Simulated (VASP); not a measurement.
**Al: single point with r2SCAN**

Crystal: Al.

```
CELL_PARAMETERS angstrom
0.00000 2.01946 2.01946
2.01946 0.00000 2.01946
2.01946 2.01946 0.00000
ATOMIC_POSITIONS crystal
Al 0.00000 0.00000 0.00000
```

```yaml
Program: VASP 6.6.1
Task: single point
Functional: r2SCAN
Potentials_or_basis: VASP PAW PBE potentials, release 64 (Al)
Cutoff: 550 eV
k_mesh: 10 × 10 × 10
Occupations: gaussian, width 0.1 eV
Spin: no spin polarisation
```

```
Pressure : -3.8 GPa
```

Levels at points of the mesh, in eV from the Fermi level:
```csv
k point,band 1,band 2,band 3,band 4,band 5,band 6
"(0.00, 0.00, 0.00)",-11.96,13.22,13.22,13.22,15.14,15.14
"(0.50, 0.00, 0.00)",-5.12,-4.65,11.98,11.98,12.22,12.22
"(0.50, 0.50, 0.00)",-3.28,-1.76,5.35,5.90,5.90,9.81
```

Run time: 58 s on 1 thread of AMD EPYC 7R13, with other jobs on the host, peak memory 0.11 GiB.

Caveat: the PAW data sets were made with another functional, which shifts forces and pressure a little.
